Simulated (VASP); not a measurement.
# Ta (Im-3m) in VASP: further runs

The runs below take Ta through single point, with PBE.

Everything below comes from runs of VASP 6.6.1. Logs are shortened: lines on timing, memory, paths and dates and some standing lists are left out, and cuts for length are marked.

## 1. The cell of the first run

The structure is cubic, space group Im-3m (No. 229). Conventional cell: a = 3.321 Å, b = 3.321 Å, c = 3.321 Å, α = 90.00°, β = 90.00°, γ = 90.00°. Within 3.8 Å of Ta (site symmetry m-3m) lie 14 Ta at 2.88 to 3.32 Å.

## 2. Single point, PBE

Input file INCAR:

```
PREC = Accurate
ENCUT = 520
EDIFF = 1E-6
ISMEAR = 1
SIGMA = 0.03
LREAL = False
LASPH = True
NELM = 80
ALGO = Normal
ISIF = 2
LWAVE = False
LCHARG = False
GGA = PE
NBANDS = 12
```

Input file KPOINTS:

```
regular mesh
0
Gamma
  13 13 13
```

Input file POSCAR:

```
Ta
1.0
   -1.6607181506      1.6607181506      1.6607181506
    1.6607181506     -1.6607181506      1.6607181506
    1.6607181506      1.6607181506     -1.6607181506
Ta
1
Direct
    0.0000000000      0.0000000000      0.0000000000
```

Potentials or basis: VASP PAW PBE potentials, release 64 (Ta_pv).

On the command line:

```sh
> cat potpaw_PBE.64/Ta_pv/POTCAR > POTCAR
> mpirun -np 1 vasp_std > vasp.out
```

OUTCAR:

```text
PREC = Accurate
   ENCUT = 520
   EDIFF = 1E-6
   ISMEAR = 1
   LREAL = False
   LASPH = True
   NELM = 80
   ISIF = 2
   GGA = PE

 ion  position               nearest neighbor table
   1  0.000  0.000  0.000-

  LATTYP: Found a body centered cubic cell.
 ALAT       =     3.3214363012

  Lattice vectors:

 A1 = (  -1.6607181506,   1.6607181506,   1.6607181506)
 A2 = (   1.6607181506,  -1.6607181506,   1.6607181506)
 A3 = (   1.6607181506,   1.6607181506,  -1.6607181506)

Analysis of symmetry for initial positions (statically):
=====================================================================
 Subroutine PRICEL returns:
 Original cell was already a primitive cell.

 Routine SETGRP: Setting up the symmetry group for a
 body centered cubic supercell.

 Subroutine GETGRP returns: Found 48 space group operations
 (whereof 48 operations were pure point group operations)
 out of a pool of 48 trial point group operations.

The static configuration has the point symmetry O_h .

Analysis of symmetry for dynamics (positions and initial velocities):
=====================================================================
 Subroutine PRICEL returns:
 Original cell was already a primitive cell.

 Routine SETGRP: Setting up the symmetry group for a
 body centered cubic supercell.

 Subroutine GETGRP returns: Found 48 space group operations
 (whereof 48 operations were pure point group operations)
 out of a pool of 48 trial point group operations.

The dynamic configuration has the point symmetry O_h .

 Subroutine INISYM returns: Found 48 space group operations
 (whereof 48 operations are pure point group operations),
 and found     1 'primitive' translations

----------------------------------------------------------------------------------------

                                     Primitive cell

  volume of cell :      18.3209

  direct lattice vectors                    reciprocal lattice vectors
    -1.660718151  1.660718151  1.660718151     0.000000000  0.301074568  0.301074568
     1.660718151 -1.660718151  1.660718151     0.301074568  0.000000000  0.301074568
     1.660718151  1.660718151 -1.660718151     0.301074568  0.301074568  0.000000000

  length of vectors
     2.876448214  2.876448214  2.876448214     0.425783738  0.425783738  0.425783738

  position of ions in fractional coordinates (direct lattice)
     0.000000000  0.000000000  0.000000000

  ion indices of the primitive-cell ions
   primitive index   ion index
                 1           1

----------------------------------------------------------------------------------------

 KPOINTS: regular mesh

Automatic generation of k-mesh.
 Grid dimensions read from file:
 generate k-points for:   13   13   13

 Generating k-lattice:

  Cartesian coordinates                     Fractional coordinates (reciprocal lattice)
     0.000000000  0.023159582  0.023159582     0.076923077  0.000000000  0.000000000
     0.023159582  0.000000000  0.023159582     0.000000000  0.076923077  0.000000000
     0.023159582  0.023159582  0.000000000     0.000000000  0.000000000  0.076923077

  Length of vectors
     0.032752595  0.032752595  0.032752595

  Shift w.r.t. Gamma in fractional coordinates (k-lattice)
     0.000000000  0.000000000  0.000000000

 Subroutine IBZKPT returns following result:
 ===========================================

 Found     84 irreducible k-points:

 Following reciprocal coordinates:
            Coordinates               Weight
  0.000000  0.000000  0.000000      1.000000
  0.076923  0.000000  0.000000     12.000000
  0.153846  0.000000  0.000000     12.000000
  0.230769  0.000000  0.000000     12.000000
  0.307692  0.000000  0.000000     12.000000
  0.384615  0.000000  0.000000     12.000000
[... 16 lines left out ...]
  0.153846  0.076923  0.076923     24.000000
  0.230769  0.076923  0.076923     24.000000
 [... further k-points ...]
   k-points           NKPTS =     84   k-points in BZ     NKDIM =     84   number of bands    NBANDS=     12
   number of dos      NEDOS =    301   number of ions     NIONS =      1
   total plane-waves  NPLWV =  13824
   dimension x,y,z NGX =    24 NGY =   24 NGZ =   24
   dimension x,y,z NGXF=    48 NGYF=   48 NGZF=   48
   ions per type =               1
   NGX,Y,Z   is equivalent  to a cutoff of  13.87, 13.87, 13.87 a.u.
   NGXF,Y,Z  is equivalent  to a cutoff of  27.74, 27.74, 27.74 a.u.
 SYSTEM =  unknown system
   PREC   = accura    normal or accurate (medium, high low for compatibility)
   ISTART =      0    job   : 0-new  1-cont  2-samecut
   ICHARG =      2    charge: 1-file 2-atom 10-const
   ISPIN  =      1    spin polarized calculation?
   LNONCOLLINEAR =      F non collinear calculations
   LSORBIT =      F    spin-orbit coupling
   LASPH  =      T    aspherical Exc in radial PAW
   ENCUT  =  520.0 eV  38.22 Ry    6.18 a.u.   5.35  5.35  5.35*2*pi/ulx,y,z
   NELM   =     80;   NELMIN=  2; NELMDL= -5     # of ELM steps
   EDIFF  = 0.1E-05   stopping-criterion for ELM
   LREAL  =      F    real-space projection
   EDIFFG = 0.1E-04   stopping-criterion for IOM
   NSW    =      0    number of steps for IOM
   IBRION =     -1    ionic relax: 0-MD 1-quasi-New 2-CG
   NFREE  =      0    steps in history (QN), initial steepest desc. (CG)
   ISIF   =      2    stress and relaxation
   ISYM   =      2    0-nonsym 1-usesym 2-fastsym
   POTIM  = 0.5000    time-step for ionic-motion
   TEBEG  =    0.0;   TEEND  =   0.0 temperature during run
   PSTRESS=    0.0 pullay stress
   NELECT =      11.0000    total number of electrons
   NUPDOWN=      -1.0000    fix difference up-down
   EMIN   =  10.00;   EMAX   =-10.00  energy-range for DOS
   EFERMI =   0.00;   METHOD = LEGACY
   ISMEAR =     1;   SIGMA  =   0.03  broadening in eV -4-tet -1-fermi 0-gaus
   EFERMI_NEDOS =   21; number of points for ismear=-14 and -15
   IALGO  =     38    algorithm
   IMIX   =      4    mixing-type and parameters
     AMIX     =   0.40;   BMIX     =  1.00
     AMIX_MAG =   1.60;   BMIX_MAG =  1.00
  volume/ion in A,a.u.               =      18.32       123.64
  Fermi-wavevector in a.u.,A,eV,Ry     =   1.381094  2.609889 25.952020  1.907420
  Thomas-Fermi vector in A             =   2.505910
   LORBIT       =      0    0 simple, 1 ext, 2 COOP (PROOUT), +10 PAW based schemes
   GGA     = PE    functional components
   LHFCALC =     F    Hartree Fock is set to
   AEXX    =    0.0000 exact exchange contribution
   IVDW    =     0    specifies the selected vdW correction
   LEPSILON=     F    determine dielectric tensor
   LRPA    =     F    only Hartree local field effects (RPA)
 non-spin polarized calculation
 Methfessel and Paxton  Order N= 1 SIGMA  =   0.03
  energy-cutoff  :      520.00
  volume of cell :       18.32
 maximum number of plane-waves:       531
 NGX is ok and might be reduce to    24
   NGX = 11   NGY = 11   NGZ = 11

 number of electron      11.0000000 magnetization

 Free energy of the ion-electron system (eV)
  ---------------------------------------------------
  ext. energy  EPLUGINS =         0.00000000
  ---------------------------------------------------
  free energy    TOTEN  =       -11.81311828 eV

  energy without entropy =      -11.81306075  energy(sigma->0) =      -11.81309911

 E-fermi :   5.3072     XC(G=0): -12.5335

 val. band max:        5.3056340610   @ k =  -0.3846   0.4615   0.1538
 cond. band min:       5.3531830999   @ k =   0.2308   0.0000   0.0000
 fundamental gap:      0.0475490388
 Fermi energy:         5.3071761727

 k-point     1 :       0.0000    0.0000    0.0000
  band No.  band energies     occupation
      1     -27.8027      2.00000
      2     -27.8027      2.00000
      3     -27.8027      2.00000
      4      -2.5011      2.00000
      5       6.0770      0.00000
      6       6.0770      0.00000
      7       6.0770      0.00000
      8       9.2908      0.00000
      9       9.2908      0.00000
     10      19.9696      0.00000
     11      20.2809      0.00000
     12      20.2809      0.00000

 k-point     2 :       0.0769    0.0000    0.0000
  band No.  band energies     occupation
      1     -27.8715      2.00000
      2     -27.8240      2.00000
      3     -27.8030      2.00000
      4      -2.2433      2.00000
      5       5.9112      0.00000
      6       6.0249      0.00000
      7       6.3301      0.00000
      8       9.0342      0.00000
      9       9.2924      0.00000
     10      19.9694      0.00000
     11      20.5069      0.00000
     12      20.7337      0.00000

 k-point     3 :       0.1538    0.0000    0.0000
  band No.  band energies     occupation
      1     -28.0583      2.00000
      2     -27.8824      2.00000
      3     -27.8040      2.00000
      4      -1.5207      2.00000
      5       5.4857     -0.00000
      6       5.7783     -0.00000
      7       7.0742      0.00000
      8       8.6600      0.00000
      9       9.3219      0.00000
     10      19.9688      0.00000
     11      20.9318      0.00000
     12      22.0122      0.00000
[... 286 lines left out ...]
 k-point    23 :       0.1538    0.0769    0.0769
  band No.  band energies     occupation
      1     -28.3970      2.00000
      2     -27.9375      2.00000
      3     -27.8570      2.00000
      4      -0.0730      2.00000
      5       4.7371      2.00000
      6       4.8428      2.00000
      7       8.9123      0.00000
      8       9.2047      0.00000
      9       9.3821      0.00000
     10      19.9658      0.00000
     11      21.3004      0.00000
     12      22.1190      0.00000

 k-point    24 :       0.2308    0.0769    0.0769
  band No.  band energies     occupation
      1     -28.5981      2.00000
      2     -28.0463      2.00000
      3     -27.8634      2.00000
      4       0.9329      2.00000
      5       4.2851      2.00000
      6       4.6868      2.00000
      7       9.0957      0.00000
      8       9.7029      0.00000
      9      10.7992      0.00000
     10      19.8519      0.00000
     11      19.9301      0.00000
     12      20.0955      0.00000

 [... further k-points ...]
[... 5 lines left out ...]
  --------------------------------------------------------------------------------------
  -------------------------------------------------------------------------------------
  Total        0.0533773      0.0533773      0.0533773      0.0000000     -0.0000000      0.0000000
  in kB        4.6678774      4.6678774      4.6678774      0.0000000     -0.0000000      0.0000000
  external PRESSURE =       4.6678774 kB  Pullay stress =       0.0000000 kB

 VOLUME and BASIS-vectors are now :
 -----------------------------------------------------------------------------
  energy-cutoff  :      520.00
  volume of cell :       18.32
      direct lattice vectors                 reciprocal lattice vectors
    -1.660718151  1.660718151  1.660718151     0.000000000  0.301074568  0.301074568
     1.660718151 -1.660718151  1.660718151     0.301074568  0.000000000  0.301074568
     1.660718151  1.660718151 -1.660718151     0.301074568  0.301074568  0.000000000

 POSITION                                       TOTAL-FORCE (eV/Angst)
 -----------------------------------------------------------------------------------
      0.00000      0.00000      0.00000         0.000000      0.000000      0.000000
 -----------------------------------------------------------------------------------
    total drift:                                0.000000      0.000000      0.000000

  FREE ENERGIE OF THE ION-ELECTRON SYSTEM (eV)
  ---------------------------------------------------
  free  energy   TOTEN  =       -11.8131182842 eV

  energy  without entropy=      -11.8130607495  energy(sigma->0) =      -11.81309911
```

Wall time 17 s (1 thread of Intel Xeon 8259CL, shared host); peak memory 0.15 GiB.

What came out:

* Free energy: -11.8131 eV
* Pressure: 0.5 GPa

Levels at points of the mesh, in eV from the Fermi level:
| k point | band 2 | band 3 | band 4 | band 5 | band 6 | band 7 | band 8 | band 9 |
| --- | --- | --- | --- | --- | --- | --- | --- | --- |
| (0.00, 0.00, 0.00) | -33.11 | -33.11 | -7.81 | 0.77 | 0.77 | 0.77 | 3.98 | 3.98 |

Caveat: spin-orbit coupling is left out, which moves the levels of the heavy elements.

## 3. Single point, PBE

Input file INCAR:

```
  PREC = Accurate
  ENCUT = 520
  EDIFF = 1E-6
  ISMEAR = 1
  SIGMA = 0.2
  LREAL = F
  LASPH = T
  NELM = 100
  ALGO = Normal
  ISIF = 2
  LWAVE = F
  LCHARG = F
  GGA = PE
  NBANDS = 12
```

Input file KPOINTS:

```
Automatic mesh
0
Gamma
  13 13 13
```

POSCAR is that of step 2.

Potentials or basis: VASP PAW PBE potentials, release 64 (Ta_pv).

On the command line:

```sh
> cat potpaw_PBE.64/Ta_pv/POTCAR > POTCAR
> mpirun -np 1 vasp_std > vasp.out
```

It took 19 s on 1 thread of Intel Xeon 8259CL, shared host; peak memory 0.15 GiB.

It converged, with:

```yaml
Free_energy: -11.8127 eV
Pressure: 0.2 GPa
```

Levels at points of the mesh, in eV from the Fermi level:
```
           k point  band 2  band 3  band 4  band 5  band 6  band 7  band 8  band 9
(0.00, 0.00, 0.00)  -33.12  -33.12   -7.82    0.76    0.76    0.76    3.97    3.97
```

Caveat: spin-orbit coupling is left out, which moves the levels of the heavy elements.

## 4. Single point, PBE

Input file INCAR:

```
SYSTEM = Ta
ALGO = Normal ; EDIFF = 1E-6
ENCUT = 520 ; GGA = PE
ISIF = 2 ; ISMEAR = 1
LASPH = .TRUE. ; LCHARG = .FALSE.
LREAL = .FALSE. ; LWAVE = .FALSE.
NBANDS = 12 ; NELM = 60
PREC = Accurate ; SIGMA = 0.3
```

Input file KPOINTS:

```
k-points
0
G
  13 13 13
  0 0 0
```

POSCAR is that of step 3.

On the command line:

```sh
> cat potpaw_PBE.64/Ta_pv/POTCAR > POTCAR
> mpirun -np 1 vasp_std > vasp.out
```

Wall time 19 s (1 thread of Intel Xeon 8259CL, shared host); peak memory 0.15 GiB.

Results (log left out):

```yaml
Free_energy: -11.8133 eV
Pressure: 0.0 GPa
```

Levels at points of the mesh, in eV from the Fermi level:
```
           k point  band 2  band 3  band 4  band 5  band 6  band 7  band 8  band 9
(0.00, 0.00, 0.00)  -33.13  -33.13   -7.83    0.75    0.75    0.75    3.96    3.96
```

Caveat: spin-orbit coupling is left out, which moves the levels of the heavy elements.

## 5. Overview

```csv
smearing,gap on the mesh (eV),pressure (GPa)
methfessel-paxton 0.03 eV,none,0.5
methfessel-paxton 0.2 eV,none,0.2
methfessel-paxton 0.3 eV,none,0.0
```

Alike in all rows: task single point; level PBE; potentials or basis VASP PAW PBE potentials, release 64 (Ta_pv); no spin polarisation; cell as given; k mesh 13 × 13 × 13; cutoff (eV) 520.

Every run on the cell as given and a fine mesh finds a metal.

Caveats: spin-orbit coupling is left out, which moves the levels of the heavy elements.

Total energies depend on the potentials used, so only differences within one code and one set of settings carry meaning.
